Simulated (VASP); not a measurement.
# MgS (v.bB) (Fm-3m) in VASP: single point with PBE

Aim: the single point of MgS (v.bB) with PBE.

Program: VASP 6.6.1. These are calculated values, not measurements. Logs are shortened: lines on timing, memory, paths and dates and some standing lists are left out, and cuts for length are marked.

## Step 1: The cell of the first run

The structure is cubic, space group Fm-3m (No. 225). Conventional cell: a = 5.230 Å, b = 5.230 Å, c = 5.230 Å, α = 90.00°, β = 90.00°, γ = 90.00°. Within 3.4 Å of Mg (site symmetry m-3m) lie 6 S at 2.61 Å. S (site symmetry m-3m) has 6 Mg at 2.61 Å within 3.4 Å.

## Step 2: Single point, PBE

File INCAR:

```
ALGO = Normal
EDIFF = 1E-6
ENCUT = 600
GGA = PE
GGA_COMPAT = False
ISIF = 2
ISMEAR = 0
LASPH = True
LCHARG = False
LREAL = False
LWAVE = False
NBANDS = 11
NELM = 120
PREC = Accurate
SIGMA = 0.02
```

File KPOINTS:

```
k-points
0
Gamma
  8 8 8
```

File POSCAR:

```
MgS
1.0
    0.0000000000      2.6147705026      2.6147705026
    2.6147705026      0.0000000000      2.6147705026
    2.6147705026      2.6147705026      0.0000000000
Mg S
1 1
Direct
    0.0000000000      0.0000000000      0.0000000000
    0.5000000000      0.5000000000      0.5000000000
```

Potentials or basis: VASP PAW PBE potentials, release 64 (Mg, S).

Launch:

```
cat potpaw_PBE.64/Mg/POTCAR potpaw_PBE.64/S/POTCAR > POTCAR
mpirun -np 1 vasp_std > vasp.out
```

OUTCAR:

```text
EDIFF = 1E-6
   ENCUT = 600
   GGA = PE
   ISIF = 2
   ISMEAR = 0
   LASPH = True
   LREAL = False
   NELM = 120
   PREC = Accurate

 ion  position               nearest neighbor table
   1  0.000  0.000  0.000-   2 2.61   2 2.61   2 2.61   2 2.61   2 2.61   2 2.61
   2  0.500  0.500  0.500-   1 2.61   1 2.61   1 2.61   1 2.61   1 2.61   1 2.61

  LATTYP: Found a face centered cubic cell.
 ALAT       =     5.2295410052

  Lattice vectors:

 A1 = (   0.0000000000,   2.6147705026,   2.6147705026)
 A2 = (   2.6147705026,   0.0000000000,   2.6147705026)
 A3 = (   2.6147705026,   2.6147705026,   0.0000000000)

Analysis of symmetry for initial positions (statically):
=====================================================================
 Subroutine PRICEL returns:
 Original cell was already a primitive cell.

 Routine SETGRP: Setting up the symmetry group for a
 face centered cubic supercell.

 Subroutine GETGRP returns: Found 48 space group operations
 (whereof 48 operations were pure point group operations)
 out of a pool of 48 trial point group operations.

The static configuration has the point symmetry O_h .

Analysis of symmetry for dynamics (positions and initial velocities):
=====================================================================
 Subroutine PRICEL returns:
 Original cell was already a primitive cell.

 Routine SETGRP: Setting up the symmetry group for a
 face centered cubic supercell.

 Subroutine GETGRP returns: Found 48 space group operations
 (whereof 48 operations were pure point group operations)
 out of a pool of 48 trial point group operations.

The dynamic configuration has the point symmetry O_h .

 Subroutine INISYM returns: Found 48 space group operations
 (whereof 48 operations are pure point group operations),
 and found     1 'primitive' translations

----------------------------------------------------------------------------------------

                                     Primitive cell

  volume of cell :      35.7545

  direct lattice vectors                    reciprocal lattice vectors
     0.000000000  2.614770503  2.614770503    -0.191221371  0.191221371  0.191221371
     2.614770503  0.000000000  2.614770503     0.191221371 -0.191221371  0.191221371
     2.614770503  2.614770503  0.000000000     0.191221371  0.191221371 -0.191221371

  length of vectors
     3.697843907  3.697843907  3.697843907     0.331205130  0.331205130  0.331205130

  position of ions in fractional coordinates (direct lattice)
     0.000000000  0.000000000  0.000000000
     0.500000000  0.500000000  0.500000000

  ion indices of the primitive-cell ions
   primitive index   ion index
                 1           1
                 2           2

----------------------------------------------------------------------------------------

 KPOINTS: k-points

Automatic generation of k-mesh.
 Grid dimensions read from file:
 generate k-points for:    8    8    8

 Generating k-lattice:

  Cartesian coordinates                     Fractional coordinates (reciprocal lattice)
    -0.023902671  0.023902671  0.023902671     0.125000000  0.000000000  0.000000000
     0.023902671 -0.023902671  0.023902671     0.000000000  0.125000000  0.000000000
     0.023902671  0.023902671 -0.023902671     0.000000000  0.000000000  0.125000000

  Length of vectors
     0.041400641  0.041400641  0.041400641

  Shift w.r.t. Gamma in fractional coordinates (k-lattice)
     0.000000000  0.000000000  0.000000000

 Subroutine IBZKPT returns following result:
 ===========================================

 Found     29 irreducible k-points:

 Following reciprocal coordinates:
            Coordinates               Weight
  0.000000  0.000000  0.000000      1.000000
  0.125000  0.000000  0.000000      8.000000
  0.250000  0.000000  0.000000      8.000000
  0.375000  0.000000  0.000000      8.000000
  0.500000  0.000000  0.000000      4.000000
  0.125000  0.125000  0.000000      6.000000
[... 16 lines left out ...]
  0.500000  0.250000  0.125000     48.000000
 -0.375000  0.250000  0.125000     24.000000
 [... further k-points ...]
   k-points           NKPTS =     29   k-points in BZ     NKDIM =     29   number of bands    NBANDS=     11
   number of dos      NEDOS =    301   number of ions     NIONS =      2
   total plane-waves  NPLWV =  27000
   dimension x,y,z NGX =    30 NGY =   30 NGZ =   30
   dimension x,y,z NGXF=    60 NGYF=   60 NGZF=   60
   ions per type =               1   1
   NGX,Y,Z   is equivalent  to a cutoff of  13.49, 13.49, 13.49 a.u.
   NGXF,Y,Z  is equivalent  to a cutoff of  26.97, 26.97, 26.97 a.u.
 SYSTEM =  unknown system
   PREC   = accura    normal or accurate (medium, high low for compatibility)
   ISTART =      0    job   : 0-new  1-cont  2-samecut
   ICHARG =      2    charge: 1-file 2-atom 10-const
   ISPIN  =      1    spin polarized calculation?
   LNONCOLLINEAR =      F non collinear calculations
   LSORBIT =      F    spin-orbit coupling
   LASPH  =      T    aspherical Exc in radial PAW
   ENCUT  =  600.0 eV  44.10 Ry    6.64 a.u.   7.39  7.39  7.39*2*pi/ulx,y,z
   NELM   =    120;   NELMIN=  2; NELMDL= -5     # of ELM steps
   EDIFF  = 0.1E-05   stopping-criterion for ELM
   LREAL  =      F    real-space projection
   EDIFFG = 0.1E-04   stopping-criterion for IOM
   NSW    =      0    number of steps for IOM
   IBRION =     -1    ionic relax: 0-MD 1-quasi-New 2-CG
   NFREE  =      0    steps in history (QN), initial steepest desc. (CG)
   ISIF   =      2    stress and relaxation
   ISYM   =      2    0-nonsym 1-usesym 2-fastsym
   POTIM  = 0.5000    time-step for ionic-motion
   TEBEG  =    0.0;   TEEND  =   0.0 temperature during run
   PSTRESS=    0.0 pullay stress
   NELECT =       8.0000    total number of electrons
   NUPDOWN=      -1.0000    fix difference up-down
   EMIN   =  10.00;   EMAX   =-10.00  energy-range for DOS
   EFERMI =   0.00;   METHOD = LEGACY
   ISMEAR =     0;   SIGMA  =   0.02  broadening in eV -4-tet -1-fermi 0-gaus
   EFERMI_NEDOS =   21; number of points for ismear=-14 and -15
   IALGO  =     38    algorithm
   IMIX   =      4    mixing-type and parameters
     AMIX     =   0.40;   BMIX     =  1.00
     AMIX_MAG =   1.60;   BMIX_MAG =  1.00
  volume/ion in A,a.u.               =      17.88       120.64
  Fermi-wavevector in a.u.,A,eV,Ry     =   0.993866  1.878135 13.439427  0.987770
  Thomas-Fermi vector in A             =   2.125778
   LORBIT       =      0    0 simple, 1 ext, 2 COOP (PROOUT), +10 PAW based schemes
   GGA     = PE    functional components
   LHFCALC =     F    Hartree Fock is set to
   AEXX    =    0.0000 exact exchange contribution
   IVDW    =     0    specifies the selected vdW correction
   LEPSILON=     F    determine dielectric tensor
   LRPA    =     F    only Hartree local field effects (RPA)
 non-spin polarized calculation
 Gauss-broadening in eV      SIGMA  =   0.02
  energy-cutoff  :      600.00
  volume of cell :       35.75
 maximum number of plane-waves:      1243
 NGX is ok and might be reduce to    30
   NGX = 15   NGY = 15   NGZ = 15

 number of electron       7.9999999 magnetization

 Free energy of the ion-electron system (eV)
  ---------------------------------------------------
  ext. energy  EPLUGINS =         0.00000000
  ---------------------------------------------------
  free energy    TOTEN  =        -8.50328078 eV

  energy without entropy =       -8.50328078  energy(sigma->0) =       -8.50328078

 E-fermi :   3.7614     XC(G=0):  -9.6262

 val. band max:        3.5915359918   @ k =   0.0000   0.0000   0.0000
 cond. band min:       6.3340239643   @ k =   0.5000   0.5000   0.0000
 fundamental gap:      2.7424879725
 Fermi energy:         3.7613919317

 k-point     1 :       0.0000    0.0000    0.0000
  band No.  band energies     occupation
      1      -8.9901      2.00000
      2       3.5915      2.00000
      3       3.5915      2.00000
      4       3.5915      2.00000
      5       7.1838      0.00000
      6      11.5550      0.00000
      7      11.5550      0.00000
      8      11.5550      0.00000
      9      13.9236      0.00000
     10      13.9236      0.00000
     11      16.0940      0.00000

 k-point     2 :       0.1250    0.0000    0.0000
  band No.  band energies     occupation
      1      -8.8428      2.00000
      2       2.5537      2.00000
      3       3.4938      2.00000
      4       3.4938      2.00000
      5       7.9919      0.00000
      6      11.2250      0.00000
      7      11.7948      0.00000
      8      11.7948      0.00000
      9      13.2780      0.00000
     10      13.2780      0.00000
     11      16.1752      0.00000

 k-point     3 :       0.2500    0.0000    0.0000
  band No.  band energies     occupation
      1      -8.4450      2.00000
      2       0.8224      2.00000
      3       3.2801      2.00000
      4       3.2801      2.00000
      5       8.4937      0.00000
      6      11.3944      0.00000
      7      11.3944      0.00000
      8      11.8109      0.00000
      9      13.8554      0.00000
     10      13.8554      0.00000
     11      15.3796      0.00000

 k-point     4 :       0.3750    0.0000    0.0000
  band No.  band energies     occupation
      1      -7.9617      2.00000
      2      -0.5927      2.00000
      3       3.0916      2.00000
      4       3.0916      2.00000
      5       8.2512      0.00000
      6      10.7268      0.00000
      7      10.7268      0.00000
      8      13.1970      0.00000
      9      15.1085      0.00000
     10      15.7955      0.00000
     11      15.7955      0.00000

 k-point     5 :       0.5000    0.0000    0.0000
  band No.  band energies     occupation
      1      -7.7230      2.00000
      2      -1.1577      2.00000
      3       3.0194      2.00000
      4       3.0194      2.00000
      5       8.1180      0.00000
      6      10.4806      0.00000
      7      10.4806      0.00000
      8      13.5396      0.00000
      9      15.6627      0.00000
     10      17.9193      0.00000
     11      17.9193      0.00000
[... 211 lines left out ...]
 k-point    21 :       0.5000    0.5000    0.0000
  band No.  band energies     occupation
      1      -7.3636      2.00000
      2      -0.5226      2.00000
      3       1.9430      2.00000
      4       1.9430      2.00000
      5       6.3340      0.00000
      6       8.0322      0.00000
      7      15.4473      0.00000
      8      16.3670      0.00000
      9      16.8082      0.00000
     10      16.8082      0.00000
     11      19.3642      0.00000

 k-point    22 :       0.3750    0.2500    0.1250
  band No.  band energies     occupation
      1      -8.1343      2.00000
      2       0.5629      2.00000
      3       2.1715      2.00000
      4       2.9348      2.00000
      5       9.3155      0.00000
      6      10.0964      0.00000
      7      10.6313      0.00000
      8      12.7208      0.00000
      9      13.6863      0.00000
     10      16.4943      0.00000
     11      18.3519      0.00000

 k-point    23 :       0.5000    0.2500    0.1250
  band No.  band energies     occupation
      1      -7.7271      2.00000
      2      -0.2565      2.00000
      3       1.6434      2.00000
      4       2.6284      2.00000
      5       9.1677      0.00000
      6       9.9520      0.00000
      7      11.3697      0.00000
      8      12.5165      0.00000
      9      15.1776      0.00000
     10      17.7623      0.00000
     11      18.3789      0.00000

 k-point    24 :      -0.3750    0.2500    0.1250
  band No.  band energies     occupation
      1      -7.5333      2.00000
      2      -0.6375      2.00000
      3       1.5019      2.00000
      4       2.4700      2.00000
      5       9.1244      0.00000
      6       9.6692      0.00000
      7      11.9607      0.00000
      8      12.9373      0.00000
      9      15.7911      0.00000
     10      16.7613      0.00000
     11      19.0620      0.00000

 [... further k-points ...]
[... 5 lines left out ...]
  --------------------------------------------------------------------------------------
  -------------------------------------------------------------------------------------
  Total       -0.0582672     -0.0582672     -0.0582672     -0.0000000      0.0000000     -0.0000000
  in kB       -2.6109827     -2.6109827     -2.6109827     -0.0000000      0.0000000     -0.0000000
  external PRESSURE =      -2.6109827 kB  Pullay stress =       0.0000000 kB

 VOLUME and BASIS-vectors are now :
 -----------------------------------------------------------------------------
  energy-cutoff  :      600.00
  volume of cell :       35.75
      direct lattice vectors                 reciprocal lattice vectors
     0.000000000  2.614770503  2.614770503    -0.191221371  0.191221371  0.191221371
     2.614770503  0.000000000  2.614770503     0.191221371 -0.191221371  0.191221371
     2.614770503  2.614770503  0.000000000     0.191221371  0.191221371 -0.191221371

 POSITION                                       TOTAL-FORCE (eV/Angst)
 -----------------------------------------------------------------------------------
      0.00000      0.00000      0.00000        -0.000000      0.000000     -0.000000
      2.61477      2.61477      2.61477         0.000000     -0.000000      0.000000
 -----------------------------------------------------------------------------------
    total drift:                               -0.000000     -0.000000      0.000000

  FREE ENERGIE OF THE ION-ELECTRON SYSTEM (eV)
  ---------------------------------------------------
  free  energy   TOTEN  =        -8.5032807790 eV

  energy  without entropy=       -8.5032807790  energy(sigma->0) =       -8.50328078
```

Run time: 30 s. Hardware: 1 thread of AMD EPYC 7R13, shared host; peak memory 0.14 GiB.

Results:

```
Free energy            : -8.5033 eV
Pressure               : -0.3 GPa
Band gap on the k mesh : 2.74 eV, indirect (least direct gap 3.59 eV)
```

A k mesh can miss the band edges. Expect the measured gap to be larger: semilocal functionals such as PBE lack the derivative discontinuity.
